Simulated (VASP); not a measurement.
A run of VASP 6.6.1:

The input POSCAR:

```
Au
1.0
    0.0000000000      1.6894330440      1.6894330440
    1.6894330440      0.0000000000      1.6894330440
    1.6894330440      1.6894330440      0.0000000000
Au
1
Direct
    0.0000000000      0.0000000000      0.0000000000
```

File INCAR.step1:

```
SYSTEM = Au
PREC = Accurate
ENCUT = 520
ISMEAR = -1
SIGMA = 0.05
LREAL = .FALSE.
LASPH = .TRUE.
NELM = 60
NBANDS = 12
GGA = PE
ALGO = Normal
EDIFF = 1E-4
LWAVE = .TRUE.
LCHARG = .FALSE.
```

Contents of INCAR.step2:

```
SYSTEM = Au
PREC = Accurate
ENCUT = 520
EDIFF = 1E-6
ISMEAR = -1
SIGMA = 0.05
LREAL = .FALSE.
LASPH = .TRUE.
NELM = 60
ALGO = Normal
ISIF = 2
LWAVE = .FALSE.
LCHARG = .FALSE.
METAGGA = R2SCAN
LMIXTAU = .TRUE.
NBANDS = 12
ISTART = 1
```

File KPOINTS:

```
regular mesh
0
G
  16 16 16
  0 0 0
```

Potentials or basis: VASP PAW PBE potentials, release 64 (Au).

Command:

```bash
$ cat potpaw_PBE.64/Au/POTCAR > POTCAR
$ cp INCAR.step1 INCAR
$ mpirun -np 1 vasp_std > vasp.out
$ cp INCAR.step2 INCAR
$ mpirun -np 1 vasp_std > vasp.out
```

Hardware: 1 thread of Intel Xeon 8259CL, with other jobs on the host.

**Question.** Estimate the wall time of this run.

**Answer.** Run time: 110 s on 1 thread of Intel Xeon 8259CL (shared host), peak memory 0.14 GiB. Counts: k points 145.
